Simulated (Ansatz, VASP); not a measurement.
## AlN: VASP beside Ansatz

Contents of INCAR:

```
ALGO = Normal
DIPOL = 0.5 0.5 0.500
EDIFF = 1E-6
ENCUT = 520
GGA = PS
IDIPOL = 3
ISIF = 2
ISMEAR = 0
LASPH = T
LCHARG = T
LDIPOL = T
LELF = T
LREAL = F
LVACPOTAV = T
LVHAR = T
LWAVE = F
NBANDS = 36
NELM = 100
PREC = Accurate
SIGMA = 0.05
```

Contents of KPOINTS:

```
k-points
0
Gamma
  9 9 1
```

The input POSCAR:

```
AlN
1.0
    3.1136926466      0.0000000000      0.0000000000
   -1.5568463233      2.6965369316      0.0000000000
    0.0000000000      0.0000000000     28.0466650089
N Al
6 6
Direct
    0.3333333333      0.6666666667      0.2674114729
    0.6666666667      0.3333333333      0.3562529901
    0.3333333333      0.6666666667      0.4450945074
    0.6666666667      0.3333333333      0.5339360246
    0.3333333333      0.6666666667      0.6227775418
    0.6666666667      0.3333333333      0.7116190591
    0.6666666667      0.3333333333      0.2883809409
    0.3333333333      0.6666666667      0.3772224582
    0.6666666667      0.3333333333      0.4660639754
    0.3333333333      0.6666666667      0.5549054926
    0.6666666667      0.3333333333      0.6437470099
    0.3333333333      0.6666666667      0.7325885271
```

Input for Ansatz:

```yaml
crystal:
  lattice:
    - [3.1136926466, 0.0, 0.0]
    - [-1.5568463233, 2.6965369316, 0.0]
    - [0.0, 0.0, 28.0466650089]
  atoms:
    - { symbol: "N", position: [0.3333333333, 0.6666666667, 0.2674114729] }
    - { symbol: Al, position: [0.6666666667, 0.3333333333, 0.2883809409] }
    - { symbol: "N", position: [0.6666666667, 0.3333333333, 0.3562529901] }
    - { symbol: Al, position: [0.3333333333, 0.6666666667, 0.3772224582] }
    - { symbol: "N", position: [0.3333333333, 0.6666666667, 0.4450945074] }
    - { symbol: Al, position: [0.6666666667, 0.3333333333, 0.4660639754] }
    - { symbol: "N", position: [0.6666666667, 0.3333333333, 0.5339360246] }
    - { symbol: Al, position: [0.3333333333, 0.6666666667, 0.5549054926] }
    - { symbol: "N", position: [0.3333333333, 0.6666666667, 0.6227775418] }
    - { symbol: Al, position: [0.6666666667, 0.3333333333, 0.6437470099] }
    - { symbol: "N", position: [0.6666666667, 0.3333333333, 0.7116190591] }
    - { symbol: Al, position: [0.3333333333, 0.6666666667, 0.7325885271] }
basis:
  ecutwfc: 420
kpoints:
  mp_grid: { grid: [9, 9, 1] }
hamiltonian:
  xc: pbesol
scf:
  occupations: { method: gaussian, width: 0.05 }
  mixing: { beta: 0.02 }
  max_iter: 61
output:
  forces: true
  stress: true
  eigenvalues: true
efield:
  axis: 3
  dipole_correction: true
  ramp_width: 0.04
```

Alike in both runs: task single point; functional PBEsol; k mesh 9 × 9 × 1; occupations gaussian, width 0.05 eV; no spin polarisation.

|  | VASP | Ansatz |
| --- | --- | --- |
| version | VASP 6.6.1 | Ansatz 0.2.0 |
| potentials or method | VASP PAW PBE potentials, release 64 (N, Al), cutoff 520 eV | scalar-relativistic, plane waves, PAW |
| valence electrons in the cell | 48 | 48 |

|  | VASP | Ansatz | Ansatz less VASP |
| --- | --- | --- | --- |
| gap on the k mesh at the Fermi level (eV) | none | none | - |
| rms of the force components (eV/Å) | 0.567 | 0.569 | +0.0016 |
| work function, face that differs most (eV) | 7.60 | 7.61 | +0.004 |

VASP's potentials were made for PBE, not for PBEsol. A gap of «none» marks a metal or a gap that the smearing closes.
